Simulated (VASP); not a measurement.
# KNa3H4 (Pm-3m) in VASP: density of states with LDA

Aim: the density of states of KNa3H4 with LDA.

Program: VASP 6.6.1. These are calculated values, not measurements. Logs are shortened: lines on timing, memory, paths and dates and some standing lists are left out, and cuts for length are marked.

**1. The cell of the first run**

The structure is cubic, space group Pm-3m (No. 221). The conventional cell has a = 5.119 Å, b = 5.119 Å, c = 5.119 Å, α = 90.00°, β = 90.00°, γ = 90.00°. Within 3.4 Å of K (site symmetry m-3m) lie 6 H at 2.56 Å. Na (site symmetry 4/mmm) has 6 H at 2.56 Å within 3.4 Å. H (site symmetry m-3m) has 6 Na at 2.56 Å within 3.4 Å. Within 3.4 Å of H (site symmetry 4/mmm) lie 2 K at 2.56 Å and 4 Na at 2.56 Å.

**2. Density of states, LDA**

POSCAR

```
KNa3H4
1.0
    5.1186410000      0.0000000000      0.0000000000
    0.0000000000      5.1186410000      0.0000000000
    0.0000000000      0.0000000000      5.1186410000
K Na H
1 3 4
Direct
    0.5000000000      0.5000000000      0.5000000000
    0.0000000000      0.0000000000      0.5000000000
    0.0000000000      0.5000000000      0.0000000000
    0.5000000000      0.0000000000      0.0000000000
    0.0000000000      0.0000000000      0.0000000000
    0.5000000000      0.5000000000      0.0000000000
    0.5000000000      0.0000000000      0.5000000000
    0.0000000000      0.5000000000      0.5000000000
```

INCAR.step1

```
PREC = Accurate
ENCUT = 520
EDIFF = 1E-6
ISMEAR = 0
SIGMA = 0.01
LREAL = False
LASPH = True
NELM = 60
ALGO = Normal
ISIF = 2
LWAVE = False
LCHARG = True
GGA = CA
NBANDS = 27
```

KPOINTS.step1

```
Automatic mesh
0
Gamma
  3 3 3
```

INCAR.step2

```
PREC = Accurate
ENCUT = 520
EDIFF = 1E-6
ISMEAR = -5
SIGMA = 0.01
LREAL = False
LASPH = True
NELM = 60
ALGO = Normal
ISIF = 2
LWAVE = False
LCHARG = False
GGA = CA
LORBIT = 11
NBANDS = 27
NEDOS = 1001
ICHARG = 11
```

KPOINTS.step2

```
Automatic mesh
0
Gamma
  5 5 5
```

Potentials or basis: VASP PAW LDA potentials, release 64 (K_sv, Na_pv, H).

Command:

```
$ cat potpaw_LDA.64/K_sv/POTCAR potpaw_LDA.64/Na_pv/POTCAR potpaw_LDA.64/H/POTCAR > POTCAR
$ cp INCAR.step1 INCAR
$ cp KPOINTS.step1 KPOINTS
$ mpirun -np 1 vasp_std > vasp.out
$ cp INCAR.step2 INCAR
$ cp KPOINTS.step2 KPOINTS
$ mpirun -np 1 vasp_std > vasp.out
```

OUTCAR:

```text
PREC = Accurate
   ENCUT = 520
   EDIFF = 1E-6
   ISMEAR = -5
   LREAL = False
   LASPH = True
   NELM = 60
   ISIF = 2
   GGA = CA
   LORBIT = 11
   ICHARG = 11

 ion  position               nearest neighbor table
   1  0.500  0.500  0.500-
   2  0.000  0.000  0.500-
   3  0.000  0.500  0.000-
   4  0.500  0.000  0.000-
   5  0.000  0.000  0.000-
   6  0.500  0.500  0.000-
   7  0.500  0.000  0.500-
   8  0.000  0.500  0.500-

  LATTYP: Found a simple cubic cell.
 ALAT       =     5.1186410000

  Lattice vectors:

 A1 = (   5.1186410000,   0.0000000000,   0.0000000000)
 A2 = (   0.0000000000,   5.1186410000,   0.0000000000)
 A3 = (   0.0000000000,   0.0000000000,   5.1186410000)

Analysis of symmetry for initial positions (statically):
=====================================================================
 Subroutine PRICEL returns:
 Original cell was already a primitive cell.

 Routine SETGRP: Setting up the symmetry group for a
 simple cubic supercell.

 Subroutine GETGRP returns: Found 48 space group operations
 (whereof 48 operations were pure point group operations)
 out of a pool of 48 trial point group operations.

The static configuration has the point symmetry O_h .

Analysis of symmetry for dynamics (positions and initial velocities):
=====================================================================
 Subroutine PRICEL returns:
 Original cell was already a primitive cell.

 Routine SETGRP: Setting up the symmetry group for a
 simple cubic supercell.

 Subroutine GETGRP returns: Found 48 space group operations
 (whereof 48 operations were pure point group operations)
 out of a pool of 48 trial point group operations.

The dynamic configuration has the point symmetry O_h .

 Subroutine INISYM returns: Found 48 space group operations
 (whereof 48 operations are pure point group operations),
 and found     1 'primitive' translations

----------------------------------------------------------------------------------------

                                     Primitive cell

  volume of cell :     134.1109

  direct lattice vectors                    reciprocal lattice vectors
     5.118641000  0.000000000  0.000000000     0.195364355  0.000000000  0.000000000
     0.000000000  5.118641000  0.000000000     0.000000000  0.195364355  0.000000000
     0.000000000  0.000000000  5.118641000     0.000000000  0.000000000  0.195364355

  length of vectors
     5.118641000  5.118641000  5.118641000     0.195364355  0.195364355  0.195364355

  position of ions in fractional coordinates (direct lattice)
     0.500000000  0.500000000  0.500000000
     0.000000000  0.000000000  0.500000000
     0.000000000  0.500000000  0.000000000
     0.500000000  0.000000000  0.000000000
     0.000000000  0.000000000  0.000000000
     0.500000000  0.500000000  0.000000000
     0.500000000  0.000000000  0.500000000
     0.000000000  0.500000000  0.500000000

  ion indices of the primitive-cell ions
   primitive index   ion index
                 1           1
                 2           2
                 3           3
                 4           4
                 5           5
                 6           6
                 7           7
                 8           8

----------------------------------------------------------------------------------------

 KPOINTS: Automatic mesh

Automatic generation of k-mesh.
 Grid dimensions read from file:
 generate k-points for:    5    5    5

 Generating k-lattice:

  Cartesian coordinates                     Fractional coordinates (reciprocal lattice)
     0.039072871  0.000000000  0.000000000     0.200000000  0.000000000  0.000000000
     0.000000000  0.039072871  0.000000000     0.000000000  0.200000000  0.000000000
     0.000000000  0.000000000  0.039072871     0.000000000  0.000000000  0.200000000

  Length of vectors
     0.039072871  0.039072871  0.039072871

  Shift w.r.t. Gamma in fractional coordinates (k-lattice)
     0.000000000  0.000000000  0.000000000

 TETIRR: Found     57 inequivalent tetrahedra from      750

 Subroutine IBZKPT returns following result:
 ===========================================

 Found     10 irreducible k-points:

 Following reciprocal coordinates:
            Coordinates               Weight
  0.000000  0.000000  0.000000      1.000000
  0.200000  0.000000  0.000000      6.000000
  0.400000  0.000000  0.000000      6.000000
  0.200000  0.200000  0.000000     12.000000
  0.400000  0.200000  0.000000     24.000000
  0.400000  0.400000  0.000000     12.000000
  0.200000  0.200000  0.200000      8.000000
  0.400000  0.200000  0.200000     24.000000
  0.400000  0.400000  0.200000     24.000000
  0.400000  0.400000  0.400000      8.000000
   k-points           NKPTS =     10   k-points in BZ     NKDIM =     10   number of bands    NBANDS=     27
   number of dos      NEDOS =   1001   number of ions     NIONS =      8
   total plane-waves  NPLWV =  64000
   dimension x,y,z NGX =    40 NGY =   40 NGZ =   40
   dimension x,y,z NGXF=    80 NGYF=   80 NGZF=   80
   ions per type =               1   3   4
   NGX,Y,Z   is equivalent  to a cutoff of  12.99, 12.99, 12.99 a.u.
   NGXF,Y,Z  is equivalent  to a cutoff of  25.98, 25.98, 25.98 a.u.
 SYSTEM =  unknown system
   PREC   = accura    normal or accurate (medium, high low for compatibility)
   ISTART =      0    job   : 0-new  1-cont  2-samecut
   ICHARG =     11    charge: 1-file 2-atom 10-const
   ISPIN  =      1    spin polarized calculation?
   LNONCOLLINEAR =      F non collinear calculations
   LSORBIT =      F    spin-orbit coupling
   LASPH  =      T    aspherical Exc in radial PAW
   ENCUT  =  520.0 eV  38.22 Ry    6.18 a.u.   9.52  9.52  9.52*2*pi/ulx,y,z
   NELM   =     60;   NELMIN=  2; NELMDL=  0     # of ELM steps
   EDIFF  = 0.1E-05   stopping-criterion for ELM
   LREAL  =      F    real-space projection
   EDIFFG = 0.1E-04   stopping-criterion for IOM
   NSW    =      0    number of steps for IOM
   IBRION =     -1    ionic relax: 0-MD 1-quasi-New 2-CG
   NFREE  =      0    steps in history (QN), initial steepest desc. (CG)
   ISIF   =      2    stress and relaxation
   ISYM   =      2    0-nonsym 1-usesym 2-fastsym
   POTIM  = 0.5000    time-step for ionic-motion
   TEBEG  =    0.0;   TEEND  =   0.0 temperature during run
   PSTRESS=    0.0 pullay stress
   NELECT =      34.0000    total number of electrons
   NUPDOWN=      -1.0000    fix difference up-down
   EMIN   =  10.00;   EMAX   =-10.00  energy-range for DOS
   EFERMI =   0.00;   METHOD = LEGACY
   ISMEAR =    -5;   SIGMA  =   0.01  broadening in eV -4-tet -1-fermi 0-gaus
   EFERMI_NEDOS =   21; number of points for ismear=-14 and -15
   IALGO  =     38    algorithm
   IMIX   =      4    mixing-type and parameters
     AMIX     =   0.40;   BMIX     =  1.00
     AMIX_MAG =   1.60;   BMIX_MAG =  1.00
  volume/ion in A,a.u.               =      16.76       113.13
  Fermi-wavevector in a.u.,A,eV,Ry     =   1.036127  1.957997 14.606669  1.073560
  Thomas-Fermi vector in A             =   2.170503
   LORBIT       =     11    0 simple, 1 ext, 2 COOP (PROOUT), +10 PAW based schemes
   GGA     = CA    functional components
   LHFCALC =     F    Hartree Fock is set to
   AEXX    =    0.0000 exact exchange contribution
   IVDW    =     0    specifies the selected vdW correction
   LEPSILON=     F    determine dielectric tensor
   LRPA    =     F    only Hartree local field effects (RPA)
 non-spin polarized calculation
 Fermi weights with tetrahedron method with Bloechl corrections
  energy-cutoff  :      520.00
  volume of cell :      134.11
 maximum number of plane-waves:      3695
 NGX is ok and might be reduce to    40

 number of electron      34.0000008 magnetization

 Free energy of the ion-electron system (eV)
  ---------------------------------------------------
  ext. energy  EPLUGINS =         0.00000000
  ---------------------------------------------------
  free energy    TOTEN  =       -20.89716187 eV

  energy without entropy =      -20.89716187  energy(sigma->0) =      -20.89716187

 E-fermi :  -1.3463     XC(G=0):  -7.9393

 val. band max:       -1.3763240897   @ k =   0.4000   0.0000   0.0000
 cond. band min:       1.4900708810   @ k =   0.4000   0.4000   0.4000
 fundamental gap:      2.8663949707
 Fermi energy:        -1.3463154201

 k-point     1 :       0.0000    0.0000    0.0000
  band No.  band energies     occupation
      1     -29.4789      2.00000
      2     -24.1007      2.00000
      3     -24.1007      2.00000
      4     -24.1007      2.00000
      5     -24.0795      2.00000
      6     -24.0795      2.00000
[... 19 lines left out ...]
     26       7.6312      0.00000
     27       7.6315      0.00000

 k-point     2 :       0.2000    0.0000    0.0000
  band No.  band energies     occupation
      1     -29.4787      2.00000
      2     -24.0988      2.00000
      3     -24.0988      2.00000
      4     -24.0977      2.00000
      5     -24.0801      2.00000
      6     -24.0801      2.00000
[... 232 lines left out ...]
 k-point    10 :       0.4000    0.4000    0.4000
  band No.  band energies     occupation
      1     -29.4766      2.00000
      2     -24.1110      2.00000
      3     -24.0972      2.00000
      4     -24.0971      2.00000
      5     -24.0971      2.00000
      6     -24.0704      2.00000
[... 19 lines left out ...]
     26       7.5920      0.00000
     27       7.9548      0.00000

------------------------ aborting loop because EDIFF is reached ----------------------------------------

  FORCE on cell =-STRESS in cart. coord.  units (eV):
  Direction    XX          YY          ZZ          XY          YZ          ZX
  --------------------------------------------------------------------------------------
  -------------------------------------------------------------------------------------
  Total       -1.6404480     -1.6404480     -1.6404480      0.0000000     -0.0000000      0.0000000
  in kB      -19.5978777    -19.5978777    -19.5978777      0.0000000     -0.0000000      0.0000000
  external PRESSURE =     -19.5978777 kB  Pullay stress =       0.0000000 kB

 VOLUME and BASIS-vectors are now :
 -----------------------------------------------------------------------------
  energy-cutoff  :      520.00
  volume of cell :      134.11
      direct lattice vectors                 reciprocal lattice vectors
     5.118641000  0.000000000  0.000000000     0.195364355  0.000000000  0.000000000
     0.000000000  5.118641000  0.000000000     0.000000000  0.195364355  0.000000000
     0.000000000  0.000000000  5.118641000     0.000000000  0.000000000  0.195364355

 POSITION                                       TOTAL-FORCE (eV/Angst)
 -----------------------------------------------------------------------------------
      2.55932      2.55932      2.55932         0.000000      0.000000      0.000000
      0.00000      0.00000      2.55932         0.000000      0.000000      0.000000
      0.00000      2.55932      0.00000         0.000000      0.000000      0.000000
      2.55932      0.00000      0.00000         0.000000      0.000000      0.000000
      0.00000      0.00000      0.00000         0.000000      0.000000      0.000000
      2.55932      2.55932      0.00000         0.000000      0.000000      0.000000
      2.55932      0.00000      2.55932         0.000000      0.000000      0.000000
      0.00000      2.55932      2.55932         0.000000      0.000000      0.000000
 -----------------------------------------------------------------------------------
    total drift:                                0.000000      0.000000     -0.000000

  FREE ENERGIE OF THE ION-ELECTRON SYSTEM (eV)
  ---------------------------------------------------
  free  energy   TOTEN  =       -20.8971618658 eV

  energy  without entropy=      -20.8971618658  energy(sigma->0) =      -20.89716187

 total charge

# of ion       s       p       d       tot
------------------------------------------
    1        1.970   5.578   0.046   7.595
    2        0.056   5.976   0.000   6.032
    3        0.056   5.976   0.000   6.032
    4        0.056   5.976   0.000   6.032
    5        0.469   0.000   0.000   0.469
    6        0.484   0.000   0.000   0.485
    7        0.484   0.000   0.000   0.485
    8        0.484   0.000   0.000   0.485
--------------------------------------------------
tot          4.061  23.508   0.046  27.615
```

Run time: 26 s. Hardware: 1 thread of Intel Xeon Platinum 8488C (Sapphire Rapids), shared host; peak memory 0.2 GiB.

What came out:

```
Valence electrons inside the program's atomic spheres : K 7.59; Na 6.03; H 0.47, 0.48
```
